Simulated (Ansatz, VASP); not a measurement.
# Two plane-wave programs on Te2Mo

The input INCAR:

```
SYSTEM = Te2Mo
PREC = Accurate ; ENCUT = 520
EDIFF = 1E-6 ; ISMEAR = 0
SIGMA = 0.02 ; LREAL = .FALSE.
LASPH = .TRUE. ; NELM = 60
ALGO = Normal ; ISIF = 2
LWAVE = .FALSE. ; LCHARG = .FALSE.
NBANDS = 20
```

The input KPOINTS:

```
regular mesh
0
G
  12 12 2
  0 0 0
```

File POSCAR:

```
Te2Mo
1.0
    3.4490119558      0.0000000000      0.0000000000
   -1.7245059779      2.9869319717      0.0000000000
    0.0000000000      0.0000000000      7.6364026260
Te Mo
2 1
Direct
    0.3333333333      0.6666666667      0.7642326736
    0.3333333333      0.6666666667      0.2357673264
    0.0000000000      0.0000000000      0.0000000000
```

Input for Ansatz:

```yaml
crystal:
  lattice:
    - [3.4490086288, 0.0, 0.0]
    - [-1.7245043144, 2.9869290904, 0.0]
    - [0.0, 0.0, 7.6364322075]
  atoms:
    - { symbol: Te, position: [0.3333333333, 0.6666666667, 0.7642331687] }
    - { symbol: Te, position: [0.3333333333, 0.6666666667, 0.2357668313] }
    - { symbol: Mo, position: [0.0, 0.0, 0.0] }
basis:
  ecutwfc: 420
kpoints:
  mp_grid: { grid: [12, 12, 2] }
  band_path: { path: [VBM, CBM], npoints: 2 }
hamiltonian:
  xc: lda
scf:
  occupations: { method: gaussian, width: 0.02 }
output:
  forces: true
  stress: true
  eigenvalues: true
checkpoint:
  read: start.run
  write: ck
  compress: false
  write_wavefunctions: false
  write_every: 100000
```

Alike in both runs: task single point; functional LDA; k mesh 12 × 12 × 2; occupations gaussian, width 0.02 eV; no spin polarisation.

|  | VASP | Ansatz |
| --- | --- | --- |
| version | VASP 6.6.1 | Ansatz 0.2.0 |
| potentials or method | VASP PAW LDA potentials, release 64 (Te, Mo_sv), cutoff 520 eV | scalar-relativistic, plane waves, PAW |
| valence electrons in the cell | 26 | 46 |

|  | VASP | Ansatz | Ansatz less VASP |
| --- | --- | --- | --- |
| gap on the k mesh at the Fermi level (eV) | 0.96 | 0.95 | -0.006 |
| least direct gap on the mesh (eV) | 1.25 | 1.25 | -0.001 |
| pressure (GPa) | 1.3 | 1.0 | -0.29 |
| traceless stress, the component that is largest in VASP (GPa) | 0.15 | 0.01 | -0.134 |
| rms of the force components (eV/Å) | 0.028 | 0.001 | -0.0268 |

LDA's correlation is that of Perdew and Zunger in VASP and of Perdew and Wang (1992) in Ansatz. Atom by atom the forces differ by 0.027 eV/Å (rms over components). VASP's potentials hold 26 valence electrons a cell and Ansatz's 46, so a difference there can come from the potentials and not from the codes.

Neither program's run includes spin-orbit coupling.
